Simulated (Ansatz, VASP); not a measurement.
## Two plane-wave programs on SiNi

Contents of INCAR:

```
SYSTEM = SiNi
PREC = Accurate
ENCUT = 520
EDIFF = 1E-7
ISMEAR = -1
SIGMA = 0.08
LREAL = .False.
LASPH = .True.
NELM = 60
ALGO = Normal
ISIF = 2
LWAVE = .False.
LCHARG = .True.
LELF = .True.
LVHAR = .True.
NBANDS = 14
```

File KPOINTS:

```
regular mesh
0
Gamma
  16 16 16
  0 0 0
```

File POSCAR:

```
SiNi
1.0
    0.0000000000      2.2739878112      2.2739878112
    2.2739878112      0.0000000000      2.2739878112
    2.2739878112      2.2739878112      0.0000000000
Ni Si
1 1
Direct
    0.0000000000      0.0000000000      0.0000000000
    0.5000000000      0.5000000000      0.5000000000
```

Input for Ansatz:

```yaml
crystal:
  lattice:
    - [0.0, 2.2739878112, 2.2739878112]
    - [2.2739878112, 0.0, 2.2739878112]
    - [2.2739878112, 2.2739878112, 0.0]
  atoms:
    - { symbol: Ni, position: [0.0, 0.0, 0.0] }
    - { symbol: Si, position: [0.5, 0.5, 0.5] }
kpoints:
  mp_grid: { grid: [16, 16, 16] }
  band_path:
    path:
      - [0.0, 0.0, 0.0]
      - [0.5, 0.0, 0.5]
      - [0.625, 0.25, 0.625]
      - [0.375, 0.375, 0.75]
      - [0.0, 0.0, 0.0]
      - [0.5, 0.5, 0.5]
      - [0.5, 0.25, 0.75]
      - [0.5, 0.0, 0.5]
    npoints: 8
scf:
  occupations: { method: fermi_dirac, width: 0.08 }
hamiltonian:
  xc: lda
  pseudopotentials: { kind: paw }
output:
  forces: true
  stress: true
  eigenvalues: true
  populations: true
  dos: { projected: true, de: 0.2, e_range: [-14, 8] }
```

Change from the starting cell: volume scaled by 0.94, PAW files.

Alike in both runs: task single point; functional LDA; k mesh 16 × 16 × 16; occupations fermi-dirac, width 0.08 eV; no spin polarisation.

|  | VASP | Ansatz |
| --- | --- | --- |
| version | VASP 6.6.1 | Ansatz 0.2.0 |
| potentials or method | VASP PAW LDA potentials, release 64 (Ni, Si) | PAW with Ansatz's default frozen-core files, scalar-relativistic |
| plane-wave cutoff (eV) | 520 | 420 |
| valence electrons in the cell | 14 | 22 |

```tsv
	VASP	Ansatz	Ansatz less VASP
pressure (GPa)	12.2	11.8	-0.35
```

LDA's correlation is that of Perdew and Zunger in VASP and of Perdew and Wang (1992) in Ansatz. VASP's potentials hold 14 valence electrons a cell and Ansatz's 22, so a difference there can come from the potentials and not from the codes.
